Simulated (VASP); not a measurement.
# SiC (rocksalt type) (Fm-3m) in VASP: a series of runs, part 2 of 2

VASP 6.6.1.

**3. Density of states, PBEsol**

This run uses another cell than the first one, of 8.21 Å³/atom, 1.818 times its volume.

Contents of POSCAR:

```
SiC
1.0
    0.0000000000      2.0170031434      2.0170031434
    2.0170031434      0.0000000000      2.0170031434
    2.0170031434      2.0170031434      0.0000000000
Si C
1 1
Direct
    0.0000000000      0.0000000000      0.0000000000
    0.5000000000      0.5000000000      0.5000000000
```

Contents of INCAR.step1:

```
SYSTEM = SiC
ALGO     = Normal         ! electronic algorithm
EDIFF    = 1E-7           ! SCF threshold, eV
ENCUT    = 520            ! plane-wave cutoff, eV
GGA      = PS             ! functional
ISIF     = 2              ! what is computed and relaxed
ISMEAR   = -1             ! smearing method
LASPH    = .True.         ! aspherical terms in the spheres
LCHARG   = .True.         ! write CHGCAR
LREAL    = .False.        ! projectors in reciprocal space
LWAVE    = .False.        ! write WAVECAR
NBANDS   = 11             ! bands
NELM     = 80             ! most SCF steps
PREC     = Accurate       ! precision mode
SIGMA    = 0.08           ! smearing width, eV
```

Contents of KPOINTS.step1:

```
k-points
0
Gamma
  17 17 17
  0 0 0
```

Contents of INCAR.step2:

```
SYSTEM = SiC
ALGO     = Normal         ! electronic algorithm
EDIFF    = 1E-7           ! SCF threshold, eV
ENCUT    = 520            ! plane-wave cutoff, eV
GGA      = PS             ! functional
ICHARG   = 11             ! starting density
ISIF     = 2              ! what is computed and relaxed
ISMEAR   = -5             ! smearing method
LASPH    = .True.         ! aspherical terms in the spheres
LCHARG   = .False.        ! write CHGCAR
LORBIT   = 10             ! projections on sites
LREAL    = .False.        ! projectors in reciprocal space
LWAVE    = .False.        ! write WAVECAR
NBANDS   = 11             ! bands
NEDOS    = 1001           ! points of the DOS
NELM     = 80             ! most SCF steps
PREC     = Accurate       ! precision mode
SIGMA    = 0.08           ! smearing width, eV
```

Contents of KPOINTS.step2:

```
k-points
0
Gamma
  26 26 26
  0 0 0
```

Potentials or basis: VASP PAW PBE potentials, release 64 (Si, C).

The run is started by

```console
cat potpaw_PBE.64/Si/POTCAR potpaw_PBE.64/C/POTCAR > POTCAR
cp INCAR.step1 INCAR
cp KPOINTS.step1 KPOINTS
mpirun -np 1 vasp_std > vasp.out
cp INCAR.step2 INCAR
cp KPOINTS.step2 KPOINTS
mpirun -np 1 vasp_std > vasp.out
```

OUTCAR:

```text
SYSTEM = SiC
   EDIFF = 1E-7
   ENCUT = 520
   GGA = PS
   ICHARG = 11
   ISIF = 2
   ISMEAR = -5
   LASPH = .True.
   LORBIT = 10
   LREAL = .False.
   NELM = 80
   PREC = Accurate

 ion  position               nearest neighbor table
   1  0.000  0.000  0.000-   2 2.02   2 2.02   2 2.02   2 2.02   2 2.02   2 2.02
   2  0.500  0.500  0.500-   1 2.02   1 2.02   1 2.02   1 2.02   1 2.02   1 2.02

  LATTYP: Found a face centered cubic cell.
 ALAT       =     4.0340062868

  Lattice vectors:

 A1 = (   0.0000000000,   2.0170031434,   2.0170031434)
 A2 = (   2.0170031434,   0.0000000000,   2.0170031434)
 A3 = (   2.0170031434,   2.0170031434,   0.0000000000)

Analysis of symmetry for initial positions (statically):
=====================================================================
 Subroutine PRICEL returns:
 Original cell was already a primitive cell.

 Routine SETGRP: Setting up the symmetry group for a
 face centered cubic supercell.

 Subroutine GETGRP returns: Found 48 space group operations
 (whereof 48 operations were pure point group operations)
 out of a pool of 48 trial point group operations.

The static configuration has the point symmetry O_h .

Analysis of symmetry for dynamics (positions and initial velocities):
=====================================================================
 Subroutine PRICEL returns:
 Original cell was already a primitive cell.

 Routine SETGRP: Setting up the symmetry group for a
 face centered cubic supercell.

 Subroutine GETGRP returns: Found 48 space group operations
 (whereof 48 operations were pure point group operations)
 out of a pool of 48 trial point group operations.

The dynamic configuration has the point symmetry O_h .

 Subroutine INISYM returns: Found 48 space group operations
 (whereof 48 operations are pure point group operations),
 and found     1 'primitive' translations

----------------------------------------------------------------------------------------

                                     Primitive cell

  volume of cell :      16.4116

[... 120 lines left out ...]
   LRPA    =     F    only Hartree local field effects (RPA)
 non-spin polarized calculation
 Fermi weights with tetrahedron method with Bloechl corrections
  energy-cutoff  :      520.00
  volume of cell :       16.41
 maximum number of plane-waves:       459
 NGX is ok and might be reduce to    24

 number of electron       8.0000000 magnetization

 Free energy of the ion-electron system (eV)
  ---------------------------------------------------
  ext. energy  EPLUGINS =         0.00000000
  ---------------------------------------------------
  free energy    TOTEN  =       -14.60190436 eV

  energy without entropy =      -14.60190436  energy(sigma->0) =      -14.60190436

 E-fermi :  12.4696     XC(G=0): -12.8376

 val. band max:       12.5354302591   @ k =   0.0000   0.0000   0.0000
 cond. band min:      12.4556851998   @ k =   0.4615   0.3846   0.0000
 fundamental gap:     -0.0797450593
 Fermi energy:        12.4696255950

 k-point     1 :       0.0000    0.0000    0.0000
  band No.  band energies     occupation
      1      -6.0834      2.00000
      2      12.5354      1.43057
      3      12.5354     -0.14095
      4      12.5354     -0.14361
      5      20.2374      0.00000
      6      21.3942      0.00000
      7      21.3942      0.00000
      8      21.3942      0.00000
      9      25.3229      0.00000
     10      25.3229      0.00000
     11      25.3230      0.00000
[... 309 lines left out ...]
 k-point    24 :       0.3846    0.0385    0.0000
  band No.  band energies     occupation
      1      -2.7423      2.00000
      2       3.4833      2.00000
      3      11.2966      2.00000
      4      11.5716      2.00000
      5      17.9026      0.00000
      6      18.7100      0.00000
      7      18.7833      0.00000
      8      22.8441      0.00000
      9      26.0060      0.00000
     10      27.7975      0.00000
     11      28.6845      0.00000

 [... further k-points ...]
[... 5 lines left out ...]
  --------------------------------------------------------------------------------------
  -------------------------------------------------------------------------------------
  Total        0.0367339      0.0367339      0.0367339      0.0000000      0.0000000      0.0000000
  in kB        3.5861425      3.5861425      3.5861425      0.0000000      0.0000000      0.0000000
  external PRESSURE =       3.5861425 kB  Pullay stress =       0.0000000 kB

 VOLUME and BASIS-vectors are now :
 -----------------------------------------------------------------------------
  energy-cutoff  :      520.00
  volume of cell :       16.41
      direct lattice vectors                 reciprocal lattice vectors
     0.000000000  2.017003143  2.017003143    -0.247892524  0.247892524  0.247892524
     2.017003143  0.000000000  2.017003143     0.247892524 -0.247892524  0.247892524
     2.017003143  2.017003143  0.000000000     0.247892524  0.247892524 -0.247892524

 POSITION                                       TOTAL-FORCE (eV/Angst)
 -----------------------------------------------------------------------------------
      0.00000      0.00000      0.00000        -0.000000      0.000000      0.000000
      2.01700      2.01700      2.01700         0.000000     -0.000000     -0.000000
 -----------------------------------------------------------------------------------
    total drift:                               -0.000000     -0.000000      0.000000

  FREE ENERGIE OF THE ION-ELECTRON SYSTEM (eV)
  ---------------------------------------------------
  free  energy   TOTEN  =       -14.6019043611 eV

  energy  without entropy=      -14.6019043611  energy(sigma->0) =      -14.60190436

 total charge

# of ion       s       p       d       tot
------------------------------------------
    1        0.656   0.849   0.000   1.505
    2        0.836   1.698   0.000   2.534
--------------------------------------------------
tot          1.492   2.547   0.000   4.039
```

Run time: 99 s. Hardware: 1 thread of Intel Xeon 8259CL, shared host; peak memory 0.2 GiB.

Results:

```
Valence electrons inside the program's atomic spheres : Si 1.50; C 2.53
```

Levels at points of the mesh, in eV from the Fermi level:
```
           k point  band 1  band 2  band 3  band 4  band 5  band 6  band 7  band 8
(0.00, 0.00, 0.00)  -18.55    0.07    0.07    0.07    7.77    8.92    8.92    8.92
(0.50, 0.00, 0.00)  -13.31  -11.61   -1.02   -1.02    5.32    5.32    5.99    9.73
(0.50, 0.50, 0.00)  -11.49   -9.90   -4.31   -4.31   -0.80    2.41   15.01   15.01
```

Caveat: the PAW data sets were made with another functional, which shifts forces and pressure a little; tetrahedron occupations give inexact forces and stress in metals.
